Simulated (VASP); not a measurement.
Write the native input for VASP 6.6.1 that does the following.

```yaml
Task: relaxation of cell and atoms
Functional: PBE
Potentials_or_basis: VASP PAW PBE potentials, release 64 (Zr_sv, Mo_sv, C)
Cutoff: 600 eV
k_mesh: 6 × 6 × 4
Occupations: gaussian, width 0.1 eV
Spin: no spin polarisation
Dipole_correction: no
Further_INCAR_settings: ALGO = Normal; EDIFF = 1e-06; IBRION = 2; EDIFFG = -0.04; NSW = 90; ISIF = 3
```

The structure of ZrMo2C2 lies in POSCAR:

```
ZrMo2C2
1.0
    3.6322355218      0.0000000000      0.0000000000
    0.0000000000      3.6322355218      0.0000000000
    0.0000000000      0.0000000000      4.6089314825
Zr Mo C
1 2 2
Direct
    0.0000000000      0.0000000000      0.0000000000
    0.5000000000      0.0000000000      0.5000000000
    0.0000000000      0.5000000000      0.5000000000
    0.5000000000      0.5000000000      0.8364459235
    0.5000000000      0.5000000000      0.1635540765
```

The cell was generated, and may not be a known phase.

One way to write it, as run:

INCAR

```
SYSTEM = ZrMo2C2
  PREC = Accurate
  ENCUT = 600
  EDIFF = 1E-6
  ISMEAR = 0
  SIGMA = 0.1
  LREAL = .FALSE.
  LASPH = .TRUE.
  NELM = 100
  ALGO = Normal
  ISIF = 3
  LWAVE = .FALSE.
  LCHARG = .FALSE.
  GGA = PE
  IBRION = 2
  NSW = 90
  EDIFFG = -0.04
```

KPOINTS

```
Automatic mesh
0
G
  6 6 4
  0 0 0
```

Potentials or basis: VASP PAW PBE potentials, release 64 (Zr_sv, Mo_sv, C).

Run with:

```console
$ cat potpaw_PBE.64/Zr_sv/POTCAR potpaw_PBE.64/Mo_sv/POTCAR potpaw_PBE.64/C/POTCAR > POTCAR
$ mpirun -np 1 vasp_std > vasp.out
```

Results of the run:

```yaml
Relaxed_volume: 12.15 Å³/atom
Relaxed_cell: a = 3.626 Å, b = 3.626 Å, c = 4.622 Å, α = 90.00°, β = 90.00°, γ = 90.00°
Space_group_after_relaxing_to_0.1_Å: P4/mmm (No. 123)
Energy_gained_by_relaxing: 0.1 meV/atom
Ionic_steps: 4
Pressure_after_relaxing: 0.1 GPa
Largest_force_after_relaxing: 0.022 eV/Å
Band_gap_on_the_k_mesh: zero (bands 24 and 25 overlap by 1.33 eV)
```

Run time: 5.1 min on 1 thread of Intel Xeon 8259CL, on a shared host, peak memory 0.2 GiB.
